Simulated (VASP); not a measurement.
# Fe (Im-3m) in VASP: settings compared, part 2 of 2

VASP 6.6.1.

### Step 3. Single point, r2SCAN+D4, collinear spin, ferromagnetic start

This run uses another cell than the first one, of 12.50 Å³/atom.

File POSCAR:

```
Fe
1.0
   -1.4619890197      1.4619890197      1.4619890197
    1.4619890197     -1.4619890197      1.4619890197
    1.4619890197      1.4619890197     -1.4619890197
Fe
1
Direct
    0.0000000000      0.0000000000      0.0000000000
```

File INCAR.step1:

```
ALGO = Normal
EDIFF = 1E-4
ENCUT = 520
GGA = PE
ISMEAR = -1
ISPIN = 2
LASPH = T
LCHARG = F
LMAXMIX = 4
LREAL = F
LWAVE = T
MAGMOM = 3
NBANDS = 14
NELM = 150
PREC = Accurate
SIGMA = 0.05
```

File INCAR.step2:

```
ALGO = Normal
EDIFF = 1E-6
ENCUT = 520
ISIF = 2
ISMEAR = -1
ISPIN = 2
ISTART = 1
IVDW = 13
LASPH = T
LCHARG = F
LMAXMIX = 4
LMIXTAU = T
LORBIT = 11
LREAL = F
LWAVE = F
MAGMOM = 3
METAGGA = R2SCAN
NBANDS = 14
NELM = 150
PREC = Accurate
SIGMA = 0.05
VDW_A1 = 0.51559235
VDW_A2 = 5.77342911
VDW_S6 = 1.0
VDW_S8 = 0.6018749
```

File KPOINTS:

```
k-points
0
Gamma
  13 13 13
```

Potentials or basis: VASP PAW PBE potentials, release 64 (Fe).

Started as:

```console
cat potpaw_PBE.64/Fe/POTCAR > POTCAR
cp INCAR.step1 INCAR
mpirun -np 1 vasp_std > vasp.out
cp INCAR.step2 INCAR
mpirun -np 1 vasp_std > vasp.out
```

Wall time 65 s (1 thread of Intel Xeon Platinum 8488C (Sapphire Rapids), shared host); peak memory 0.15 GiB.

It converged, with:

- Free energy: -14.4507 eV
- Pressure: -11.8 GPa
- Net moment: 2.67 μB per cell
- Site moments: Fe +2.76 μB
- Valence electrons inside the program's atomic spheres: Fe 7.08
- Dispersion energy per atom: -0.110 eV

Levels at points of the mesh, in eV from the Fermi level:
Spin up:
```tsv
k point	band 2	band 3	band 4	band 5	band 6	band 7	band 8	band 9
(0.00, 0.00, 0.00)	-3.10	-3.10	-3.10	-2.03	-2.03	24.93	24.93	24.93
```
Spin down:
```csv
k point,band 1,band 2,band 3,band 4,band 5,band 6,band 7,band 8
"(0.00, 0.00, 0.00)",-8.92,0.35,0.35,0.35,2.46,2.46,24.54,24.54
```

Caveat: the cell stands under tension; the PAW data sets were made with another functional, which shifts forces and pressure a little.

### Step 4. Single point, r2SCAN+D4, collinear spin, ferromagnetic start

This run uses another cell than the first one, of 12.74 Å³/atom.

File POSCAR:

```
Fe
1.0
   -1.4713013028      1.4713013028      1.4713013028
    1.4713013028     -1.4713013028      1.4713013028
    1.4713013028      1.4713013028     -1.4713013028
Fe
1
Direct
    0.0000000000      0.0000000000      0.0000000000
```

File INCAR.step1:

```
SYSTEM = Fe
  PREC = Accurate
  ENCUT = 520
  ISMEAR = -1
  SIGMA = 0.05
  LREAL = .FALSE.
  LASPH = .TRUE.
  NELM = 150
  ISPIN = 2
  MAGMOM = 3
  LMAXMIX = 4
  NBANDS = 14
  GGA = PE
  ALGO = Normal
  EDIFF = 1E-4
  LWAVE = .TRUE.
  LCHARG = .FALSE.
```

File INCAR.step2:

```
SYSTEM = Fe
  PREC = Accurate
  ENCUT = 520
  EDIFF = 1E-6
  ISMEAR = -1
  SIGMA = 0.05
  LREAL = .FALSE.
  LASPH = .TRUE.
  NELM = 150
  ALGO = Normal
  ISIF = 2
  LWAVE = .FALSE.
  LCHARG = .TRUE.
  ISPIN = 2
  MAGMOM = 3
  LORBIT = 11
  LMAXMIX = 4
  METAGGA = R2SCAN
  LMIXTAU = .TRUE.
  IVDW = 13
  VDW_S6 = 1.0
  VDW_S8 = 0.6018749
  VDW_A1 = 0.51559235
  VDW_A2 = 5.77342911
  LELF = .TRUE.
  LVHAR = .TRUE.
  NBANDS = 14
  ISTART = 1
```

File KPOINTS:

```
Automatic mesh
0
G
  13 13 13
  0 0 0
```

Started as:

```console
cat potpaw_PBE.64/Fe/POTCAR > POTCAR
cp INCAR.step1 INCAR
mpirun -np 1 vasp_std > vasp.out
cp INCAR.step2 INCAR
mpirun -np 1 vasp_std > vasp.out
```

It took 66 s on 1 thread of Intel Xeon Platinum 8488C (Sapphire Rapids), shared host; peak memory 0.15 GiB.

The run converged. Its results:

```
Free energy                                           : -14.4309 eV
Pressure                                              : -14.5 GPa
Net moment                                            : 2.67 μB per cell
Site moments                                          : Fe +2.77 μB
Valence electrons inside the program's atomic spheres : Fe 7.05
Dispersion energy per atom                            : -0.108 eV
```

Levels at points of the mesh, in eV from the Fermi level:
Spin up:
```tsv
k point	band 2	band 3	band 4	band 5	band 6	band 7	band 8	band 9
(0.00, 0.00, 0.00)	-3.11	-3.11	-3.11	-2.09	-2.09	24.70	24.70	24.70
```
Spin down:
| k point | band 1 | band 2 | band 3 | band 4 | band 5 | band 6 |
| --- | --- | --- | --- | --- | --- | --- |
| (0.00, 0.00, 0.00) | -8.86 | 0.34 | 0.34 | 0.34 | 2.42 | 2.42 |

Caveat: the cell stands under tension; the PAW data sets were made with another functional, which shifts forces and pressure a little.

### Step 5. Relaxation of cell and atoms, revPBE+D4, collinear spin, ferromagnetic start

This run uses another cell than the first one, of 12.02 Å³/atom.

File INCAR:

```
PREC = Accurate ; ENCUT = 600
EDIFF = 1E-7 ; ISMEAR = -1
SIGMA = 0.05 ; LREAL = F
LASPH = T ; NELM = 150
ALGO = Normal ; ISIF = 3
LWAVE = F ; LCHARG = F
ISPIN = 2 ; MAGMOM = 3
LORBIT = 11 ; LMAXMIX = 4
GGA = RE ; IVDW = 13
IBRION = 2 ; NSW = 60
EDIFFG = -0.01
```

File KPOINTS:

```
Automatic mesh
0
Gamma
  13 13 13
```

File POSCAR:

```
Fe
1.0
   -1.4430000000      1.4430000000      1.4430000000
    1.4430000000     -1.4430000000      1.4430000000
    1.4430000000      1.4430000000     -1.4430000000
Fe
1
Direct
    0.0000000000      0.0000000000      0.0000000000
```

Started as:

```console
cat potpaw_PBE.64/Fe/POTCAR > POTCAR
mpirun -np 1 vasp_std > vasp.out
```

Run time: 42 s. Hardware: 1 thread of Intel Xeon Platinum 8488C (Sapphire Rapids), shared host; peak memory 0.15 GiB.

The run converged. Its results:

| Item | Value |
| --- | --- |
| Free energy | -8.4485 eV |
| Relaxed volume | 11.06 Å³/atom |
| Relaxed cell | a = 2.431 Å, b = 2.431 Å, c = 2.431 Å, α = 109.47°, β = 109.47°, γ = 109.47° |
| Space group after relaxing (to 0.1 Å) | Im-3m (No. 229) |
| Energy gained by relaxing | 41.6 meV/atom |
| Ionic steps | 3 |
| Pressure after relaxing | 0.1 GPa |
| Net moment | 2.12 μB per cell |
| Site moments | Fe +2.11 μB |
| Valence electrons inside the program's atomic spheres | Fe 7.32 |
| Dispersion energy per atom | -0.603 eV |

Step by step:
```
step  energy change (eV)  largest force (eV/Å)  pressure (GPa)  volume (Å³)
   1              0.0000                0.0000          -11.99        12.02
   2             -0.0224                0.0000           11.92        10.52
   3             -0.0416                0.0000            0.11        11.06
```

Final structure:
```yaml
crystal:
  lattice:
    - [-1.40360, 1.40360, 1.40360]
    - [1.40360, -1.40360, 1.40360]
    - [1.40360, 1.40360, -1.40360]
  atoms:
    - { symbol: Fe, position: [0.00000, 0.00000, 0.00000] }
```

Levels at points of the mesh, in eV from the Fermi level:
Spin up:
```tsv
k point	band 1	band 2	band 3	band 4	band 5	band 6	band 7	band 8	band 9	band 10
(0.00, 0.00, 0.00)	-8.58	-2.36	-2.36	-2.36	-1.12	-1.12	25.27	25.27	25.27	30.53
```
Spin down:
```
           k point  band 1  band 2  band 3  band 4  band 5  band 6  band 7
(0.00, 0.00, 0.00)   -8.45   -0.51   -0.51   -0.51    1.65    1.65   24.96
```

Caveat: the PAW data sets were made with another functional, which shifts forces and pressure a little.

### Step 6. Single point, HF, collinear spin, ferromagnetic start

This run uses another cell than the first one, of 12.50 Å³/atom.

File POSCAR:

```
Fe
1.0
   -1.4619890197      1.4619890197      1.4619890197
    1.4619890197     -1.4619890197      1.4619890197
    1.4619890197      1.4619890197     -1.4619890197
Fe
1
Direct
    0.0000000000      0.0000000000      0.0000000000
```

File INCAR.step1:

```
SYSTEM = Fe
  PREC = Accurate
  ENCUT = 520
  EDIFF = 1E-5
  ISMEAR = -1
  SIGMA = 0.05
  LREAL = .FALSE.
  LASPH = .TRUE.
  NELM = 150
  ALGO = Normal
  ISIF = 2
  LWAVE = .TRUE.
  LCHARG = .FALSE.
  ISPIN = 2
  MAGMOM = 3
  LORBIT = 11
  LMAXMIX = 4
  GGA = PE
  NBANDS = 14
```

File INCAR.step2:

```
SYSTEM = Fe
  PREC = Accurate
  ENCUT = 520
  EDIFF = 1E-6
  ISMEAR = -1
  SIGMA = 0.05
  LREAL = .FALSE.
  LASPH = .TRUE.
  NELM = 150
  ALGO = Normal
  ISIF = 2
  LWAVE = .FALSE.
  LCHARG = .FALSE.
  ISPIN = 2
  MAGMOM = 3
  LORBIT = 11
  LMAXMIX = 4
  GGA = PE
  LHFCALC = .TRUE.
  AEXX = 1.0
  ALDAC = 0.0
  AGGAC = 0.0
  PRECFOCK = Normal
  ISTART = 1
  NBANDS = 14
```

File KPOINTS:

```
Automatic mesh
0
G
  7 7 7
  0 0 0
```

Potentials or basis: VASP PAW PBE potentials, release 64 (Fe).

Started as:

```console
cat potpaw_PBE.64/Fe/POTCAR > POTCAR
cp INCAR.step1 INCAR
mpirun -np 1 vasp_std > vasp.out
cp INCAR.step2 INCAR
mpirun -np 1 vasp_std > vasp.out
```

It took 28 min on 1 thread of Intel Xeon Platinum 8488C (Sapphire Rapids), shared host; peak memory 0.15 GiB.

The run converged. Its results:

```yaml
Free_energy: -27.3267 eV
Pressure: 38.0 GPa
Net_moment: 3.17 μB per cell
Site_moments: Fe +3.34 μB
Valence_electrons_inside_the_program's_atomic_spheres: Fe 7.16
```

Levels at points of the mesh, in eV from the Fermi level:
Spin up:
```tsv
k point	band 3	band 4	band 5	band 6	band 7	band 8	band 9	band 10
(0.00, 0.00, 0.00)	-17.80	-16.83	-16.83	-16.05	28.53	28.53	28.53	33.12
```
Spin down:
| k point | band 1 | band 2 | band 3 | band 4 | band 5 | band 6 |
| --- | --- | --- | --- | --- | --- | --- |
| (0.00, 0.00, 0.00) | -19.29 | 5.26 | 5.26 | 5.26 | 9.48 | 9.48 |

Caveat: the k points lie up to 0.43 Å⁻¹ apart; the PAW data sets were made with another functional, which shifts forces and pressure a little.

### Step 7. Summary

```csv
task,level,cell,k mesh,cutoff (eV),grid for exact exchange (PRECFOCK),share of exact exchange,gap on the mesh (eV),pressure (GPa),moment (μB)
single point,r2SCAN+D4,"a = 2.516 Å, angles 109.5°, 1 atom",13 × 13 × 13,520,-,-,none,-8.9,2.66
single point,r2SCAN+D4,"a = 2.532 Å, angles 109.5°, 1 atom",13 × 13 × 13,520,-,-,none,-11.8,2.67
single point,r2SCAN+D4,"a = 2.548 Å, angles 109.5°, 1 atom",13 × 13 × 13,520,-,-,none,-14.5,2.67
relaxation of cell and atoms,revPBE+D4,"relaxed from a = 2.499 Å, angles 109.5°, 1 atom",13 × 13 × 13,600,-,-,none,0.1,2.12
single point,HF,"a = 2.532 Å, angles 109.5°, 1 atom",7 × 7 × 7,520,Normal,1,none,38.0,3.17
```

Alike in all rows: potentials or basis VASP PAW PBE potentials, release 64 (Fe); spin collinear, ferromagnetic start; smearing fermi-dirac 0.05 eV.

Caveats: some runs use coarse meshes; the PAW data sets were made with another functional, which shifts forces and pressure a little; the cell stands under tension (at least some runs).

Total energies depend on the potentials used, so only differences within one code and one set of settings carry meaning.
